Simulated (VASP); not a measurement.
A run of VASP 6.6.1:

The input INCAR:

```
ALGO = Normal
EDIFF = 1E-6
ENCUT = 520
GGA = PE
ISIF = 2
ISMEAR = 0
LASPH = T
LCHARG = F
LREAL = F
LWAVE = F
NBANDS = 16
NELM = 60
PREC = Accurate
SIGMA = 0.05
```

The input KPOINTS:

```
k-points
0
Gamma
  8 8 8
```

POSCAR

```
ZnSe
1.0
    0.0000000000      2.6366465291      2.6366465291
    2.6366465291      0.0000000000      2.6366465291
    2.6366465291      2.6366465291      0.0000000000
Zn Se
1 1
Direct
    0.0000000000      0.0000000000      0.0000000000
    0.7500000000      0.7500000000      0.7500000000
```

Potentials or basis: VASP PAW PBE potentials, release 64 (Zn, Se).

Run with:

```sh
$ cat potpaw_PBE.64/Zn/POTCAR potpaw_PBE.64/Se/POTCAR > POTCAR
$ mpirun -np 1 vasp_std > vasp.out
```

Hardware: 1 thread of Intel(R) Xeon(R) Platinum 8488C (Sapphire Rapids), with other jobs on the host.

Problem. How long does it take, and how much memory?

Solution. It took 16 s on 1 thread of Intel(R) Xeon(R) Platinum 8488C (Sapphire Rapids), on a shared host, peak memory 0.15 GiB. Counts: scf iterations 13, k points 29.
